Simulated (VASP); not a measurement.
# InSe in VASP: settings compared

Aim: see how the results for InSe move with the level of theory and the settings. Levels: LDA, PBEsol, PBE+D4. Tasks: single point.

Program: VASP 6.6.1. These are calculated values, not measurements. Logs are shortened: lines on timing, memory, paths and dates and some standing lists are left out, and cuts for length are marked.

**1. The cell of the first run**

The structure is trigonal, space group R3m (No. 160). Conventional cell: a = 3.946 Å, b = 3.946 Å, c = 24.978 Å, α = 90.00°, β = 90.00°, γ = 120.00°. Within 3.4 Å of In (site symmetry 3m) lie 3 Se at 2.60 Å and 1 In at 2.78 Å. In (site symmetry 3m) has 3 Se at 2.60 Å and 1 In at 2.78 Å within 3.4 Å. Within 3.4 Å of Se (site symmetry 3m) lie 3 In at 2.60 Å. Within 3.4 Å of Se (site symmetry 3m) lie 3 In at 2.60 Å.

**2. Single point, LDA (28.07 Å³/atom)**

INCAR reads:

```
SYSTEM = InSe
  PREC = Accurate
  ENCUT = 520
  EDIFF = 1E-7
  ISMEAR = -1
  SIGMA = 0.05
  LREAL = .False.
  LASPH = .True.
  NELM = 80
  ALGO = Normal
  ISIF = 2
  LWAVE = .False.
  LCHARG = .False.
  GGA = CA
  NBANDS = 27
```

KPOINTS reads:

```
Automatic mesh
0
Gamma
  8 8 8
  0 0 0
```

POSCAR reads:

```
InSe
1.0
    1.9729696595      1.1390945640      8.3259319629
   -1.9729696595      1.1390945640      8.3259319629
    0.0000000000     -2.2781891280      8.3259319629
In Se
2 2
Direct
    0.8886000000      0.8886000000      0.8886000000
    0.0000000000      0.0000000000      0.0000000000
    0.1719000000      0.1719000000      0.1719000000
    0.3835000000      0.3835000000      0.3835000000
```

Potentials or basis: VASP PAW LDA potentials, release 64 (In_d, Se).

The run is started by

```
$ cat potpaw_LDA.64/In_d/POTCAR potpaw_LDA.64/Se/POTCAR > POTCAR
$ mpirun -np 1 vasp_std > vasp.out
```

OUTCAR:

```text
SYSTEM = InSe
   PREC = Accurate
   ENCUT = 520
   EDIFF = 1E-7
   ISMEAR = -1
   LREAL = .False.
   LASPH = .True.
   NELM = 80
   ISIF = 2
   GGA = CA

 ion  position               nearest neighbor table
   1  0.889  0.889  0.889-   3 2.60   3 2.60   3 2.60   2 2.78
   2  0.000  0.000  0.000-   4 2.60   4 2.60   4 2.60   1 2.78
   3  0.172  0.172  0.172-   1 2.60   1 2.60   1 2.60
   4  0.383  0.383  0.383-   2 2.60   2 2.60   2 2.60

  LATTYP: Found a trigonal (rhomboedric) cell.
 ALAT       =     8.6319921660
 COS(alpha) =     0.8955162542

  Lattice vectors:

 A1 = (   1.9729696595,   1.1390945640,   8.3259319629)
 A2 = (  -1.9729696595,   1.1390945640,   8.3259319629)
 A3 = (   0.0000000000,  -2.2781891280,   8.3259319629)

Analysis of symmetry for initial positions (statically):
=====================================================================
 Subroutine PRICEL returns:
 Original cell was already a primitive cell.

 Routine SETGRP: Setting up the symmetry group for a
 trigonal (rhombohedral) supercell.

 Subroutine GETGRP returns: Found  6 space group operations
 (whereof  6 operations were pure point group operations)
 out of a pool of 12 trial point group operations.

The static configuration has the point symmetry C_3v.

Analysis of symmetry for dynamics (positions and initial velocities):
=====================================================================
 Subroutine PRICEL returns:
 Original cell was already a primitive cell.

 Routine SETGRP: Setting up the symmetry group for a
 trigonal (rhombohedral) supercell.

 Subroutine GETGRP returns: Found  6 space group operations
 (whereof  6 operations were pure point group operations)
 out of a pool of 12 trial point group operations.

The dynamic configuration has the point symmetry C_3v.

 Subroutine INISYM returns: Found  6 space group operations
 (whereof  6 operations are pure point group operations),
 and found     1 'primitive' translations

----------------------------------------------------------------------------------------

                                     Primitive cell

  volume of cell :     112.2701

  direct lattice vectors                    reciprocal lattice vectors
     1.972969659  1.139094564  8.325931963     0.253425083  0.146315040  0.040035558
    -1.972969659  1.139094564  8.325931963    -0.253425083  0.146315040  0.040035558
     0.000000000 -2.278189128  8.325931963     0.000000000 -0.292630080  0.040035558

  length of vectors
     8.631992166  8.631992166  8.631992166     0.295356073  0.295356073  0.295356073

  position of ions in fractional coordinates (direct lattice)
     0.888600000  0.888600000  0.888600000
     0.000000000  0.000000000  0.000000000
     0.171900000  0.171900000  0.171900000
     0.383500000  0.383500000  0.383500000

  ion indices of the primitive-cell ions
   primitive index   ion index
                 1           1
                 2           2
                 3           3
                 4           4

----------------------------------------------------------------------------------------

 KPOINTS: Automatic mesh

Automatic generation of k-mesh.
 Grid dimensions read from file:
 generate k-points for:    8    8    8

 Generating k-lattice:

  Cartesian coordinates                     Fractional coordinates (reciprocal lattice)
     0.031678135  0.018289380  0.005004445     0.125000000 -0.000000000  0.000000000
    -0.031678135  0.018289380  0.005004445    -0.000000000  0.125000000  0.000000000
     0.000000000 -0.036578760  0.005004445     0.000000000  0.000000000  0.125000000

  Length of vectors
     0.036919509  0.036919509  0.036919509

  Shift w.r.t. Gamma in fractional coordinates (k-lattice)
     0.000000000  0.000000000  0.000000000

 Subroutine IBZKPT returns following result:
 ===========================================

 Found     65 irreducible k-points:

 Following reciprocal coordinates:
            Coordinates               Weight
  0.000000  0.000000  0.000000      1.000000
  0.125000 -0.000000  0.000000      6.000000
  0.250000 -0.000000  0.000000      6.000000
  0.375000 -0.000000  0.000000      6.000000
  0.500000 -0.000000  0.000000      3.000000
  0.125000  0.125000  0.000000      6.000000
[... 16 lines left out ...]
  0.250000  0.125000  0.125000      6.000000
  0.375000  0.125000  0.125000      6.000000
 [... further k-points ...]
   k-points           NKPTS =     65   k-points in BZ     NKDIM =     65   number of bands    NBANDS=     27
   number of dos      NEDOS =    301   number of ions     NIONS =      4
   total plane-waves  NPLWV = 262144
   dimension x,y,z NGX =    64 NGY =   64 NGZ =   64
   dimension x,y,z NGXF=   128 NGYF=  128 NGZF=  128
   ions per type =               2   2
   NGX,Y,Z   is equivalent  to a cutoff of  12.33, 12.33, 12.33 a.u.
   NGXF,Y,Z  is equivalent  to a cutoff of  24.65, 24.65, 24.65 a.u.
 SYSTEM =  InSe
   PREC   = accura    normal or accurate (medium, high low for compatibility)
   ISTART =      0    job   : 0-new  1-cont  2-samecut
   ICHARG =      2    charge: 1-file 2-atom 10-const
   ISPIN  =      1    spin polarized calculation?
   LNONCOLLINEAR =      F non collinear calculations
   LSORBIT =      F    spin-orbit coupling
   LASPH  =      T    aspherical Exc in radial PAW
   ENCUT  =  520.0 eV  38.22 Ry    6.18 a.u.  16.05 16.05 16.05*2*pi/ulx,y,z
   NELM   =     80;   NELMIN=  2; NELMDL= -5     # of ELM steps
   EDIFF  = 0.1E-06   stopping-criterion for ELM
   LREAL  =      F    real-space projection
   EDIFFG = 0.1E-05   stopping-criterion for IOM
   NSW    =      0    number of steps for IOM
   IBRION =     -1    ionic relax: 0-MD 1-quasi-New 2-CG
   NFREE  =      0    steps in history (QN), initial steepest desc. (CG)
   ISIF   =      2    stress and relaxation
   ISYM   =      2    0-nonsym 1-usesym 2-fastsym
   POTIM  = 0.5000    time-step for ionic-motion
   TEBEG  =    0.0;   TEEND  =   0.0 temperature during run
   PSTRESS=    0.0 pullay stress
   NELECT =      38.0000    total number of electrons
   NUPDOWN=      -1.0000    fix difference up-down
   EMIN   =  10.00;   EMAX   =-10.00  energy-range for DOS
   EFERMI =   0.00;   METHOD = LEGACY
   ISMEAR =    -1;   SIGMA  =   0.05  broadening in eV -4-tet -1-fermi 0-gaus
   EFERMI_NEDOS =   21; number of points for ismear=-14 and -15
   IALGO  =     38    algorithm
   IMIX   =      4    mixing-type and parameters
     AMIX     =   0.40;   BMIX     =  1.00
     AMIX_MAG =   1.60;   BMIX_MAG =  1.00
  volume/ion in A,a.u.               =      28.07       189.41
  Fermi-wavevector in a.u.,A,eV,Ry     =   1.140901  2.155990 17.710090  1.301655
  Thomas-Fermi vector in A             =   2.277602
   LORBIT       =      0    0 simple, 1 ext, 2 COOP (PROOUT), +10 PAW based schemes
   GGA     = CA    functional components
   LHFCALC =     F    Hartree Fock is set to
   AEXX    =    0.0000 exact exchange contribution
   IVDW    =     0    specifies the selected vdW correction
   LEPSILON=     F    determine dielectric tensor
   LRPA    =     F    only Hartree local field effects (RPA)
 non-spin polarized calculation
  energy-cutoff  :      520.00
  volume of cell :      112.27
 maximum number of plane-waves:      3064
   NGX = 33   NGY = 33   NGZ = 33

 number of electron      37.9999999 magnetization

 Free energy of the ion-electron system (eV)
  ---------------------------------------------------
  ext. energy  EPLUGINS =         0.00000000
  ---------------------------------------------------
  free energy    TOTEN  =       -16.65089042 eV

  energy without entropy =      -16.65080985  energy(sigma->0) =      -16.65085014

 E-fermi :   4.5577     XC(G=0):  -9.4350

 val. band max:        4.3782769176   @ k =   0.5000   0.5000   0.5000
 cond. band min:       4.7139912957   @ k =   0.5000   0.5000   0.5000
 fundamental gap:      0.3357143782
 Fermi energy:         4.5576665304

 k-point     1 :       0.0000    0.0000    0.0000
  band No.  band energies     occupation
      1     -10.4835      2.00000
      2     -10.2877      2.00000
      3     -10.2877      2.00000
      4     -10.2048      2.00000
      5     -10.2048      2.00000
      6     -10.1758      2.00000
[... 19 lines left out ...]
     26       9.8054      0.00000
     27      11.9114      0.00000

 k-point     2 :       0.1250   -0.0000    0.0000
  band No.  band energies     occupation
      1     -10.4963      2.00000
      2     -10.3582      2.00000
      3     -10.3017      2.00000
      4     -10.2834      2.00000
      5     -10.1917      2.00000
      6     -10.1810      2.00000
[... 19 lines left out ...]
     26      10.1816      0.00000
     27      11.4247      0.00000

 k-point     3 :       0.2500   -0.0000    0.0000
  band No.  band energies     occupation
      1     -10.5774      2.00000
      2     -10.4490      2.00000
      3     -10.4044      2.00000
      4     -10.2781      2.00000
      5     -10.1936      2.00000
      6     -10.1604      2.00000
[... 19 lines left out ...]
     26      10.7819      0.00000
     27      11.0646      0.00000

 k-point     4 :       0.3750   -0.0000    0.0000
  band No.  band energies     occupation
      1     -10.6663      2.00000
      2     -10.5534      2.00000
      3     -10.4015      2.00000
      4     -10.2777      2.00000
      5     -10.2058      2.00000
      6     -10.1300      2.00000
[... 19 lines left out ...]
     26      10.9120      0.00000
     27      11.5379      0.00000
[... 516 lines left out ...]
      4     -10.2048      2.00000
      5     -10.2048      2.00000
      6     -10.1758      2.00000
[... 19 lines left out ...]
     26       9.8270      0.00000
     27      11.9829      0.00000

 k-point    23 :       0.2500    0.1250    0.1250
  band No.  band energies     occupation
      1     -10.4952      2.00000
      2     -10.3566      2.00000
      3     -10.3052      2.00000
      4     -10.2834      2.00000
      5     -10.1917      2.00000
      6     -10.1810      2.00000
[... 19 lines left out ...]
     26      10.2576      0.00000
     27      11.4589      0.00000

 k-point    24 :       0.3750    0.1250    0.1250
  band No.  band energies     occupation
      1     -10.5734      2.00000
      2     -10.4552      2.00000
      3     -10.4027      2.00000
      4     -10.2781      2.00000
      5     -10.1935      2.00000
      6     -10.1604      2.00000
[... 19 lines left out ...]
     26      10.8448      0.00000
     27      11.2679      0.00000

 [... further k-points ...]

------------------------ aborting loop because EDIFF is reached ----------------------------------------

  FORCE on cell =-STRESS in cart. coord.  units (eV):
  Direction    XX          YY          ZZ          XY          YZ          ZX
  --------------------------------------------------------------------------------------
  -------------------------------------------------------------------------------------
  Total        0.9220288      0.9220288     -0.1337045      0.0000000      0.0000000      0.0000000
  in kB       13.1580271     13.1580271     -1.9080612      0.0000000      0.0000000      0.0000000
  external PRESSURE =       8.1359977 kB  Pullay stress =       0.0000000 kB

 VOLUME and BASIS-vectors are now :
 -----------------------------------------------------------------------------
  energy-cutoff  :      520.00
  volume of cell :      112.27
      direct lattice vectors                 reciprocal lattice vectors
     1.972969659  1.139094564  8.325931963     0.253425083  0.146315040  0.040035558
    -1.972969659  1.139094564  8.325931963    -0.253425083  0.146315040  0.040035558
     0.000000000 -2.278189128  8.325931963     0.000000000 -0.292630080  0.040035558

 POSITION                                       TOTAL-FORCE (eV/Angst)
 -----------------------------------------------------------------------------------
      0.00000      0.00000     22.19527         0.000000      0.000000      0.427431
      0.00000      0.00000      0.00000         0.000000     -0.000000     -0.411110
      0.00000      0.00000      4.29368         0.000000     -0.000000     -0.284436
      0.00000      0.00000      9.57898         0.000000      0.000000      0.268115
 -----------------------------------------------------------------------------------
    total drift:                               -0.000000     -0.000000     -0.000198

  FREE ENERGIE OF THE ION-ELECTRON SYSTEM (eV)
  ---------------------------------------------------
  free  energy   TOTEN  =       -16.6508904196 eV

  energy  without entropy=      -16.6508098549  energy(sigma->0) =      -16.65085014
```

Wall time 9.4 min (1 thread of Intel Xeon 6975P-C (Granite Rapids), shared host); peak memory 0.51 GiB.

What came out:

- Free energy: -16.6509 eV
- Pressure: 0.8 GPa
- Largest force: 0.427 eV/Å
- Band gap on the k mesh: 0.34 eV

Forces in eV/Å, atoms in the order of the input:
```
In   0.000  0.000  0.427
In   0.000  0.000 -0.411
Se   0.000  0.000 -0.284
Se   0.000  0.000  0.268
```

Caveat: semilocal functionals underestimate gaps, and a narrow one can read as zero; spin-orbit coupling is left out, which moves the levels of the heavy elements. A k mesh can miss the band edges.

**3. Single point, LDA (28.65 Å³/atom)**

This run uses another cell than the first one, of 28.65 Å³/atom.

INCAR reads:

```
  PREC = Accurate
  ENCUT = 520
  EDIFF = 1E-6
  ISMEAR = -1
  SIGMA = 0.05
  LREAL = F
  LASPH = T
  NELM = 80
  ALGO = Normal
  ISIF = 2
  LWAVE = F
  LCHARG = F
  NBANDS = 27
```

KPOINTS reads:

```
Automatic mesh
0
Gamma
  8 8 8
```

POSCAR reads:

```
InSe
1.0
    1.9865767768      1.1469506368      8.3833539979
   -1.9865767768      1.1469506368      8.3833539979
    0.0000000000     -2.2939012737      8.3833539979
In Se
2 2
Direct
    0.8886000000      0.8886000000      0.8886000000
    0.0000000000      0.0000000000      0.0000000000
    0.1719000000      0.1719000000      0.1719000000
    0.3835000000      0.3835000000      0.3835000000
```

Potentials or basis: VASP PAW LDA potentials, release 64 (In_d, Se).

The run is started by

```
$ cat potpaw_LDA.64/In_d/POTCAR potpaw_LDA.64/Se/POTCAR > POTCAR
$ mpirun -np 1 vasp_std > vasp.out
```

OUTCAR:

```text
PREC = Accurate
   ENCUT = 520
   EDIFF = 1E-6
   ISMEAR = -1
   LREAL = F
   LASPH = T
   NELM = 80
   ISIF = 2

 ion  position               nearest neighbor table
   1  0.889  0.889  0.889-   3 2.62   3 2.62   3 2.62   2 2.80
   2  0.000  0.000  0.000-   4 2.62   4 2.62   4 2.62   1 2.80
   3  0.172  0.172  0.172-   1 2.62   1 2.62   1 2.62
   4  0.383  0.383  0.383-   2 2.62   2 2.62   2 2.62

  LATTYP: Found a trigonal (rhomboedric) cell.
 ALAT       =     8.6915250277
[... 916 lines left out ...]

  FORCE on cell =-STRESS in cart. coord.  units (eV):
  Direction    XX          YY          ZZ          XY          YZ          ZX
  --------------------------------------------------------------------------------------
  -------------------------------------------------------------------------------------
  Total        0.0854451      0.0854451     -0.8772406      0.0000000      0.0000000      0.0000000
  in kB        1.1944789      1.1944789    -12.2633794      0.0000000      0.0000000      0.0000000
  external PRESSURE =      -3.2914738 kB  Pullay stress =       0.0000000 kB

 VOLUME and BASIS-vectors are now :
 -----------------------------------------------------------------------------
  energy-cutoff  :      520.00
  volume of cell :      114.61
      direct lattice vectors                 reciprocal lattice vectors
     1.986576777  1.146950637  8.383353998     0.251689240  0.145312851  0.039761333
    -1.986576777  1.146950637  8.383353998    -0.251689240  0.145312851  0.039761333
     0.000000000 -2.293901274  8.383353998     0.000000000 -0.290625701  0.039761333

 POSITION                                       TOTAL-FORCE (eV/Angst)
 -----------------------------------------------------------------------------------
      0.00000     -0.00000     22.34835         0.000000     -0.000000      0.337201
      0.00000      0.00000      0.00000         0.000000      0.000000     -0.320400
      0.00000     -0.00000      4.32330         0.000000      0.000000     -0.118660
      0.00000     -0.00000      9.64505         0.000000     -0.000000      0.101858
 -----------------------------------------------------------------------------------
    total drift:                               -0.000000     -0.000000      0.000098

  FREE ENERGIE OF THE ION-ELECTRON SYSTEM (eV)
  ---------------------------------------------------
  free  energy   TOTEN  =       -16.6546691024 eV

  energy  without entropy=      -16.6545448295  energy(sigma->0) =      -16.65460697
```

Run time: 12 min. Hardware: 1 thread of Intel Xeon 6975P-C (Granite Rapids), shared host; peak memory 0.58 GiB.

Results:

| Property | Result |
| --- | --- |
| Free energy | -16.6547 eV |
| Pressure | -0.3 GPa |
| Largest force | 0.337 eV/Å |
| Band gap on the k mesh | 0.28 eV |

Forces in eV/Å, atoms in the order of the input:
```
In   0.000  0.000  0.337
In   0.000  0.000 -0.320
Se   0.000  0.000 -0.119
Se   0.000  0.000  0.102
```

Caveat: semilocal functionals underestimate gaps, and a narrow one can read as zero; spin-orbit coupling is left out, which moves the levels of the heavy elements. A k mesh can miss the band edges.

**4. Single point, LDA (29.82 Å³/atom)**

This run uses another cell than the first one, of 29.82 Å³/atom.

INCAR reads:

```
PREC = Accurate ; ENCUT = 520
EDIFF = 1E-6 ; ISMEAR = -1
SIGMA = 0.05 ; LREAL = False
LASPH = True ; NELM = 60
ALGO = Normal ; ISIF = 2
LWAVE = False ; LCHARG = True
GGA = CA ; LELF = True
LVHAR = True ; NBANDS = 27
```

KPOINTS reads:

```
regular mesh
0
Gamma
  8 8 8
```

POSCAR reads:

```
InSe
1.0
    2.0132454191      1.1623477847      8.4958956687
   -2.0132454191      1.1623477847      8.4958956687
    0.0000000000     -2.3246955694      8.4958956687
In Se
2 2
Direct
    0.8886000000      0.8886000000      0.8886000000
    0.0000000000      0.0000000000      0.0000000000
    0.1719000000      0.1719000000      0.1719000000
    0.3835000000      0.3835000000      0.3835000000
```

The run is started by

```
$ cat potpaw_LDA.64/In_d/POTCAR potpaw_LDA.64/Se/POTCAR > POTCAR
$ mpirun -np 1 vasp_std > vasp.out
```

It took 11 min on 1 thread of Intel Xeon 6975P-C (Granite Rapids), shared host; peak memory 0.58 GiB.

Results (log left out):

| Quantity | Value |
| --- | --- |
| Free energy | -16.6162 eV |
| Pressure | -2.3 GPa |
| Largest force | 0.194 eV/Å |
| Band gap on the k mesh | 0.18 eV |

Forces in eV/Å, atoms in the order of the input:
```
In   0.000  0.000  0.173
In   0.000  0.000 -0.155
Se   0.000  0.000  0.176
Se   0.000  0.000 -0.194
```

Stress tensor (GPa, compression positive):
```
-1.91  0.00  0.00
 0.00 -1.91  0.00
 0.00  0.00 -2.99
```

Levels at points of the mesh, in eV from the valence-band top:
| k point | band 17 | band 18 | band 19 | band 20 | band 21 | band 22 |
| --- | --- | --- | --- | --- | --- | --- |
| (0.00, 0.00, 0.00) | -1.28 | -1.19 | -1.19 | 1.51 | 1.88 | 4.28 |
| (0.50, 0.00, 0.00) | -2.30 | -2.20 | -1.66 | 1.10 | 1.81 | 3.51 |
| (0.50, 0.50, 0.00) | -2.46 | -2.02 | -1.49 | 1.02 | 1.87 | 3.17 |
| (0.50, 0.50, 0.50) | -1.12 | -1.12 | 0.00 | 0.18 | 1.96 | 4.20 |

Caveat: semilocal functionals underestimate gaps, and a narrow one can read as zero; spin-orbit coupling is left out, which moves the levels of the heavy elements. A k mesh can miss the band edges.

[end of part 1 of 2]
